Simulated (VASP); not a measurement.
# SiC in VASP: settings compared

SiC is run at these levels: r2SCAN, HSE06; tasks: single point.

All numbers are computed with VASP 6.6.1; they aren't measurements. Logs are shortened: lines on timing, memory, paths and dates and some standing lists are left out, and cuts for length are marked.

**1. The cell of the first run**

It takes space group R3m (No. 160, trigonal). Conventional cell: a = 3.045 Å, b = 3.045 Å, c = 7.562 Å, α = 90.00°, β = 90.00°, γ = 120.00°. Within 2.5 Å of Si (site symmetry 3m) lie 4 C at 1.87 to 1.88 Å. Within 2.5 Å of C (site symmetry 3m) lie 4 Si at 1.87 to 1.88 Å.

**2. Single point, r2SCAN (epitaxial 111 strain -1.1%)**

POSCAR

```
SiC
1.0
    0.0196330134      2.1730733695      2.1730733695
    2.1730733695      0.0196330134      2.1730733695
    2.1730733695      2.1730733695      0.0196330134
Si C
1 1
Direct
    0.0004287372      0.0004287372      0.0004287372
    0.2495712628      0.2495712628      0.2495712628
```

INCAR.step1

```
SYSTEM = SiC
  PREC = Accurate
  ENCUT = 520
  ISMEAR = 0
  SIGMA = 0.01
  LREAL = .False.
  LASPH = .True.
  NELM = 60
  NBANDS = 11
  GGA = PE
  ALGO = Normal
  EDIFF = 1E-4
  LWAVE = .True.
  LCHARG = .False.
```

INCAR.step2

```
SYSTEM = SiC
  PREC = Accurate
  ENCUT = 520
  EDIFF = 1E-6
  ISMEAR = 0
  SIGMA = 0.01
  LREAL = .False.
  LASPH = .True.
  NELM = 60
  ALGO = Normal
  ISIF = 2
  LWAVE = .False.
  LCHARG = .True.
  METAGGA = R2SCAN
  LMIXTAU = .True.
  LELF = .True.
  LVHAR = .True.
  NBANDS = 11
  ISTART = 1
```

KPOINTS

```
Automatic mesh
0
Gamma
  10 10 10
  0 0 0
```

Potentials or basis: VASP PAW PBE potentials, release 64 (Si, C).

Started as:

```sh
$ cat potpaw_PBE.64/Si/POTCAR potpaw_PBE.64/C/POTCAR > POTCAR
$ cp INCAR.step1 INCAR
$ mpirun -np 1 vasp_std > vasp.out
$ cp INCAR.step2 INCAR
$ mpirun -np 1 vasp_std > vasp.out
```

OUTCAR:

```text
SYSTEM = SiC
   PREC = Accurate
   ENCUT = 520
   EDIFF = 1E-6
   ISMEAR = 0
   LREAL = .False.
   LASPH = .True.
   NELM = 60
   ISIF = 2
   METAGGA = R2SCAN
   ISTART = 1

 ion  position               nearest neighbor table
   1  0.000  0.000  0.000-   2 1.87   2 1.87   2 1.87   2 1.88
   2  0.250  0.250  0.250-   1 1.87   1 1.87   1 1.87   1 1.88

  LATTYP: Found a trigonal (rhomboedric) cell.
 ALAT       =     3.0732525431
 COS(alpha) =     0.5090139016

  Lattice vectors:

 A1 = (   0.0196330134,   2.1730733695,   2.1730733695)
 A2 = (   2.1730733695,   0.0196330134,   2.1730733695)
 A3 = (   2.1730733695,   2.1730733695,   0.0196330134)

Analysis of symmetry for initial positions (statically):
=====================================================================
 Subroutine PRICEL returns:
 Original cell was already a primitive cell.

 Routine SETGRP: Setting up the symmetry group for a
 trigonal (rhombohedral) supercell.

 Subroutine GETGRP returns: Found  6 space group operations
 (whereof  6 operations were pure point group operations)
 out of a pool of 12 trial point group operations.

The static configuration has the point symmetry C_3v.

Analysis of symmetry for dynamics (positions and initial velocities):
=====================================================================
 Subroutine PRICEL returns:
 Original cell was already a primitive cell.

 Routine SETGRP: Setting up the symmetry group for a
 trigonal (rhombohedral) supercell.

 Subroutine GETGRP returns: Found  6 space group operations
 (whereof  6 operations were pure point group operations)
 out of a pool of 12 trial point group operations.

The dynamic configuration has the point symmetry C_3v.

 Subroutine INISYM returns: Found  6 space group operations
 (whereof  6 operations are pure point group operations),
 and found     1 'primitive' translations

----------------------------------------------------------------------------------------

                                     Primitive cell

  volume of cell :      20.2455

  direct lattice vectors                    reciprocal lattice vectors
     0.019633013  2.173073369  2.173073369    -0.233230751  0.231142454  0.231142454
     2.173073369  0.019633013  2.173073369     0.231142454 -0.233230751  0.231142454
     2.173073369  2.173073369  0.019633013     0.231142454  0.231142454 -0.233230751

  length of vectors
     3.073252543  3.073252543  3.073252543     0.401559773  0.401559773  0.401559773

  position of ions in fractional coordinates (direct lattice)
     0.000428737  0.000428737  0.000428737
     0.249571263  0.249571263  0.249571263

  ion indices of the primitive-cell ions
   primitive index   ion index
                 1           1
                 2           2

----------------------------------------------------------------------------------------

 KPOINTS: Automatic mesh

Automatic generation of k-mesh.
 Grid dimensions read from file:
 generate k-points for:   10   10   10

 Generating k-lattice:

  Cartesian coordinates                     Fractional coordinates (reciprocal lattice)
    -0.023323075  0.023114245  0.023114245     0.100000000  0.000000000 -0.000000000
     0.023114245 -0.023323075  0.023114245     0.000000000  0.100000000 -0.000000000
     0.023114245  0.023114245 -0.023323075     0.000000000  0.000000000  0.100000000

  Length of vectors
     0.040155977  0.040155977  0.040155977

  Shift w.r.t. Gamma in fractional coordinates (k-lattice)
     0.000000000  0.000000000  0.000000000

 Subroutine IBZKPT returns following result:
 ===========================================

 Found    116 irreducible k-points:

 Following reciprocal coordinates:
            Coordinates               Weight
  0.000000  0.000000  0.000000      1.000000
  0.100000 -0.000000 -0.000000      6.000000
  0.200000 -0.000000 -0.000000      6.000000
  0.300000 -0.000000 -0.000000      6.000000
  0.400000 -0.000000 -0.000000      6.000000
  0.500000  0.000000  0.000000      3.000000
[... 16 lines left out ...]
  0.300000  0.300000 -0.000000      6.000000
  0.400000  0.300000 -0.000000     12.000000
 [... further k-points ...]
   k-points           NKPTS =    116   k-points in BZ     NKDIM =    116   number of bands    NBANDS=     11
   number of dos      NEDOS =    301   number of ions     NIONS =      2
   total plane-waves  NPLWV =  13824
   dimension x,y,z NGX =    24 NGY =   24 NGZ =   24
   dimension x,y,z NGXF=    48 NGYF=   48 NGZF=   48
   ions per type =               1   1
   NGX,Y,Z   is equivalent  to a cutoff of  12.98, 12.98, 12.98 a.u.
   NGXF,Y,Z  is equivalent  to a cutoff of  25.97, 25.97, 25.97 a.u.
 SYSTEM =  SiC
   PREC   = accura    normal or accurate (medium, high low for compatibility)
   ISTART =      1    job   : 0-new  1-cont  2-samecut
   ICHARG =      0    charge: 1-file 2-atom 10-const
   ISPIN  =      1    spin polarized calculation?
   LNONCOLLINEAR =      F non collinear calculations
   LSORBIT =      F    spin-orbit coupling
   LASPH  =      T    aspherical Exc in radial PAW
   ENCUT  =  520.0 eV  38.22 Ry    6.18 a.u.   5.71  5.71  5.71*2*pi/ulx,y,z
   NELM   =     60;   NELMIN=  2; NELMDL=  0     # of ELM steps
   EDIFF  = 0.1E-05   stopping-criterion for ELM
   LREAL  =      F    real-space projection
   EDIFFG = 0.1E-04   stopping-criterion for IOM
   NSW    =      0    number of steps for IOM
   IBRION =     -1    ionic relax: 0-MD 1-quasi-New 2-CG
   NFREE  =      0    steps in history (QN), initial steepest desc. (CG)
   ISIF   =      2    stress and relaxation
   ISYM   =      2    0-nonsym 1-usesym 2-fastsym
   POTIM  = 0.5000    time-step for ionic-motion
   TEBEG  =    0.0;   TEEND  =   0.0 temperature during run
   PSTRESS=    0.0 pullay stress
   NELECT =       8.0000    total number of electrons
   NUPDOWN=      -1.0000    fix difference up-down
   EMIN   =  10.00;   EMAX   =-10.00  energy-range for DOS
   EFERMI =   0.00;   METHOD = LEGACY
   ISMEAR =     0;   SIGMA  =   0.01  broadening in eV -4-tet -1-fermi 0-gaus
   EFERMI_NEDOS =   21; number of points for ismear=-14 and -15
   IALGO  =     38    algorithm
   IMIX   =      4    mixing-type and parameters
     AMIX     =   0.40;   BMIX     =  1.00
     AMIX_MAG =   1.60;   BMIX_MAG =  1.00
  volume/ion in A,a.u.               =      10.12        68.31
  Fermi-wavevector in a.u.,A,eV,Ry     =   1.201330  2.270185 19.635843  1.443194
  Thomas-Fermi vector in A             =   2.337142
   LORBIT       =      0    0 simple, 1 ext, 2 COOP (PROOUT), +10 PAW based schemes
   METAGGA = R2SCAN    functional components
   LHFCALC =     F    Hartree Fock is set to
   AEXX    =    0.0000 exact exchange contribution
   IVDW    =     0    specifies the selected vdW correction
   LEPSILON=     F    determine dielectric tensor
   LRPA    =     F    only Hartree local field effects (RPA)
 non-spin polarized calculation
 Gauss-broadening in eV      SIGMA  =   0.01
  energy-cutoff  :      520.00
  volume of cell :       20.25
 maximum number of plane-waves:       556
   NGX = 11   NGY = 11   NGZ = 11

 number of electron       8.0000000 magnetization

 Free energy of the ion-electron system (eV)
  ---------------------------------------------------
  ext. energy  EPLUGINS =         0.00000000
  ---------------------------------------------------
  free energy    TOTEN  =       -19.31673443 eV

  energy without entropy =      -19.31673443  energy(sigma->0) =      -19.31673443

 E-fermi :   8.4273     XC(G=0): -12.0325

 val. band max:        8.2759139489   @ k =   0.0000   0.0000   0.0000
 cond. band min:       9.9338423855   @ k =   0.5000   0.5000  -0.0000
 fundamental gap:      1.6579284366
 Fermi energy:         8.4273464081

 k-point     1 :       0.0000    0.0000    0.0000
  band No.  band energies     occupation
      1      -8.1267      2.00000
      2       8.1325      2.00000
      3       8.2759      2.00000
      4       8.2759      2.00000
      5      15.2467      0.00000
      6      16.1277      0.00000
      7      16.3458      0.00000
      8      16.3458      0.00000
      9      23.5727      0.00000
     10      23.5727      0.00000
     11      26.3479      0.00000

 k-point     2 :       0.1000   -0.0000   -0.0000
  band No.  band energies     occupation
      1      -7.9193      2.00000
      2       7.2144      2.00000
      3       8.0106      2.00000
      4       8.1299      2.00000
      5      15.4250      0.00000
      6      16.3911      0.00000
      7      16.6057      0.00000
      8      16.7450      0.00000
      9      22.5663      0.00000
     10      22.6407      0.00000
     11      25.8098      0.00000

 k-point     3 :       0.2000   -0.0000   -0.0000
  band No.  band energies     occupation
      1      -7.3072      2.00000
      2       4.9903      2.00000
      3       7.6892      2.00000
      4       7.7937      2.00000
      5      15.1359      0.00000
      6      16.7497      0.00000
      7      16.9578      0.00000
      8      18.0638      0.00000
      9      21.8302      0.00000
     10      22.0271      0.00000
     11      24.8480      0.00000

 k-point     4 :       0.3000   -0.0000   -0.0000
  band No.  band energies     occupation
      1      -6.3307      2.00000
      2       2.5480      2.00000
      3       7.3604      2.00000
      4       7.4458      2.00000
      5      14.7263      0.00000
      6      16.5825      0.00000
      7      16.7375      0.00000
      8      19.0537      0.00000
      9      22.7248      0.00000
     10      23.0396      0.00000
     11      24.6497      0.00000

 k-point     5 :       0.4000   -0.0000   -0.0000
  band No.  band energies     occupation
      1      -5.1331      2.00000
      2       0.3854      2.00000
      3       7.1335      2.00000
      4       7.2038      2.00000
      5      14.4512      0.00000
      6      16.1506      0.00000
      7      16.2949      0.00000
      8      19.3050      0.00000
      9      24.8096      0.00000
     10      25.2215      0.00000
     11      25.4329      0.00000
[... 211 lines left out ...]
 k-point    21 :      -0.3000    0.2000   -0.0000
  band No.  band energies     occupation
      1      -4.8847      2.00000
      2       1.5038      2.00000
      3       4.2511      2.00000
      4       6.9456      2.00000
      5      14.3825      0.00000
      6      17.2369      0.00000
      7      17.7095      0.00000
      8      19.5572      0.00000
      9      21.7695      0.00000
     10      25.1482      0.00000
     11      28.7892      0.00000

 k-point    22 :      -0.2000    0.2000    0.0000
  band No.  band energies     occupation
      1      -5.9965      2.00000
      2       3.1923      2.00000
      3       4.8868      2.00000
      4       7.5067      2.00000
      5      15.4523      0.00000
      6      16.9243      0.00000
      7      17.3290      0.00000
      8      18.3585      0.00000
      9      20.4225      0.00000
     10      25.0607      0.00000
     11      28.7863      0.00000

 k-point    23 :       0.3000    0.3000   -0.0000
  band No.  band energies     occupation
      1      -5.7379      2.00000
      2       3.6528      2.00000
      3       5.6494      2.00000
      4       5.8053      2.00000
      5      11.8845      0.00000
      6      14.4719      0.00000
      7      20.7913      0.00000
      8      20.8671      0.00000
      9      21.8975      0.00000
     10      26.3715      0.00000
     11      31.3317      0.00000

 k-point    24 :       0.4000    0.3000   -0.0000
  band No.  band energies     occupation
      1      -4.8306      2.00000
      2       2.3814      2.00000
      3       4.9679      2.00000
      4       5.3697      2.00000
      5      11.5183      0.00000
      6      14.5328      0.00000
      7      20.9523      0.00000
      8      21.2626      0.00000
      9      23.3476      0.00000
     10      27.5226      0.00000
     11      31.0782      0.00000

 [... further k-points ...]

------------------------ aborting loop because EDIFF is reached ----------------------------------------

  FORCE on cell =-STRESS in cart. coord.  units (eV):
  Direction    XX          YY          ZZ          XY          YZ          ZX
  --------------------------------------------------------------------------------------
  -------------------------------------------------------------------------------------
  Total        0.5966838      0.5966838      0.5966838     -0.3127137     -0.3127137     -0.3127137
  in kB       47.2201452     47.2201452     47.2201452    -24.7474244    -24.7474244    -24.7474244
  external PRESSURE =      47.2201452 kB  Pullay stress =       0.0000000 kB

 VOLUME and BASIS-vectors are now :
 -----------------------------------------------------------------------------
  energy-cutoff  :      520.00
  volume of cell :       20.25
      direct lattice vectors                 reciprocal lattice vectors
     0.019633013  2.173073369  2.173073369    -0.233230751  0.231142454  0.231142454
     2.173073369  0.019633013  2.173073369     0.231142454 -0.233230751  0.231142454
     2.173073369  2.173073369  0.019633013     0.231142454  0.231142454 -0.233230751

 POSITION                                       TOTAL-FORCE (eV/Angst)
 -----------------------------------------------------------------------------------
      0.00187      0.00187      0.00187        -0.000829     -0.000829     -0.000829
      1.08957      1.08957      1.08957         0.000829      0.000829      0.000829
 -----------------------------------------------------------------------------------
    total drift:                                0.000057      0.000057      0.000057

  FREE ENERGIE OF THE ION-ELECTRON SYSTEM (eV)
  ---------------------------------------------------
  free  energy   TOTEN  =       -19.3167344316 eV

  energy  without entropy=      -19.3167344316  energy(sigma->0) =      -19.31673443
```

Run time: 43 s. Hardware: 1 thread of Intel Xeon 6975P-C, shared host; peak memory 0.15 GiB.

What came out:

```
Free energy            : -19.3167 eV
Pressure               : 4.7 GPa
Band gap on the k mesh : 1.66 eV, indirect (least direct gap 5.00 eV)
```

Caveat: the cell differs from its parent crystal (epitaxial 111 strain -1.1%); the PAW data sets were made with another functional, which shifts forces and pressure a little.

**3. Single point, HSE06 (uniaxial x strain +3.4%)**

POSCAR

```
SiC
1.0
    0.0000000000      2.1780523476      2.1780523476
    2.2510171013      0.0000000000      2.1780523476
    2.2510171013      2.1780523476      0.0000000000
Si C
1 1
Direct
    0.0000000000      0.0000000000      0.0000000000
    0.2500000000      0.2500000000      0.2500000000
```

INCAR.step1

```
  ALGO = Normal
  EDIFF = 1E-5
  ENCUT = 520
  GGA = PE
  ISIF = 2
  ISMEAR = 0
  LASPH = True
  LCHARG = False
  LREAL = False
  LWAVE = True
  NBANDS = 11
  NELM = 100
  PREC = Accurate
  SIGMA = 0.01
```

INCAR.step2

```
  ALGO = Normal
  EDIFF = 1E-7
  ENCUT = 520
  GGA = PE
  HFSCREEN = 0.2079
  ISIF = 2
  ISMEAR = 0
  ISTART = 1
  LASPH = True
  LCHARG = False
  LHFCALC = True
  LREAL = False
  LWAVE = False
  NBANDS = 11
  NELM = 100
  PREC = Accurate
  PRECFOCK = Normal
  SIGMA = 0.01
```

KPOINTS

```
k-points
0
Gamma
  8 8 8
```

Potentials or basis: VASP PAW PBE potentials, release 64 (Si, C).

Started as:

```sh
$ cat potpaw_PBE.64/Si/POTCAR potpaw_PBE.64/C/POTCAR > POTCAR
$ cp INCAR.step1 INCAR
$ mpirun -np 1 vasp_std > vasp.out
$ cp INCAR.step2 INCAR
$ mpirun -np 1 vasp_std > vasp.out
```

It took 31 min on 1 thread of Intel Xeon 6975P-C (Granite Rapids), shared host; peak memory 0.26 GiB.

It converged, with:

| Item | Value |
| --- | --- |
| Free energy | -17.3878 eV |
| Pressure | -8.6 GPa |
| Band gap on the k mesh | 2.07 eV, indirect (least direct gap 5.64 eV) |

Stress tensor (GPa, compression positive):
```
-15.04   0.00   0.00
  0.00  -5.37   0.00
  0.00   0.00  -5.37
```

Levels at points of the mesh, in eV from the valence-band top:
```csv
k point,band 2,band 3,band 4,band 5,band 6,band 7
"(0.00, 0.00, 0.00)",-0.24,0.00,0.00,7.04,8.24,8.24
"(0.50, 0.00, 0.00)",-9.25,-1.45,-1.02,6.13,8.11,8.51
"(0.50, 0.50, 0.00)",-8.38,-3.66,-3.61,2.07,4.97,14.87
"(0.00, 0.50, 0.50)",-8.80,-3.27,-3.27,2.38,5.55,15.55
```

Caveat: the cell differs from its parent crystal (uniaxial x strain +3.4%); the PAW data sets were made with another functional, which shifts forces and pressure a little. A k mesh can miss the band edges.
